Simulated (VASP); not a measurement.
Wanted: the native input for a VASP 6.6.1 run.

```yaml
Task: single point
Functional: BLYP
Dispersion: D3(BJ)
Potentials_or_basis: VASP PAW PBE potentials, release 64 (Ca_sv, S)
Cutoff: 500 eV
k_mesh: 8 × 8 × 8
Occupations: gaussian, width 0.05 eV
Spin: no spin polarisation
Dipole_correction: no
Further_INCAR_settings: ALGO = Normal; EDIFF = 1e-06; NBANDS = 15
```

The structure of CaS lies in POSCAR:

```
CaS
1.0
    0.0000000000      2.8430011916      2.8430011916
    2.8430011916      0.0000000000      2.8430011916
    2.8430011916      2.8430011916      0.0000000000
Ca S
1 1
Direct
    0.5000000000      0.5000000000      0.5000000000
    0.0000000000      0.0000000000      0.0000000000
```

The input as run:

INCAR

```
SYSTEM = CaS
  PREC = Accurate
  ENCUT = 500
  EDIFF = 1E-6
  ISMEAR = 0
  SIGMA = 0.05
  LREAL = .False.
  LASPH = .True.
  NELM = 120
  ALGO = Normal
  ISIF = 2
  LWAVE = .False.
  LCHARG = .False.
  GGA = B5
  ALDAX = 1.0
  AGGAX = 1.0
  AGGAC = 1.0
  ALDAC = 0.0
  IVDW = 12
  VDW_S6 = 1.0
  VDW_S8 = 2.6996
  VDW_A1 = 0.4298
  VDW_A2 = 4.2359
  NBANDS = 15
  GGA_COMPAT = .False.
```

KPOINTS

```
regular mesh
0
Gamma
  8 8 8
  0 0 0
```

Potentials or basis: VASP PAW PBE potentials, release 64 (Ca_sv, S).

Run with:

```console
$ cat potpaw_PBE.64/Ca_sv/POTCAR potpaw_PBE.64/S/POTCAR > POTCAR
$ mpirun -np 1 vasp_std > vasp.out
```

Results of the run:

```yaml
Pressure: -2.3 GPa
Band_gap_on_the_k_mesh: 2.44 eV, indirect (least direct gap 3.23 eV)
Dispersion_energy_per_atom: -0.770 eV
```

Caveat: the PAW data sets were made with another functional, which shifts forces and pressure a little.

Wall time 52 s on 1 thread of AMD EPYC 7R13, with other jobs on the host, peak memory 0.15 GiB.
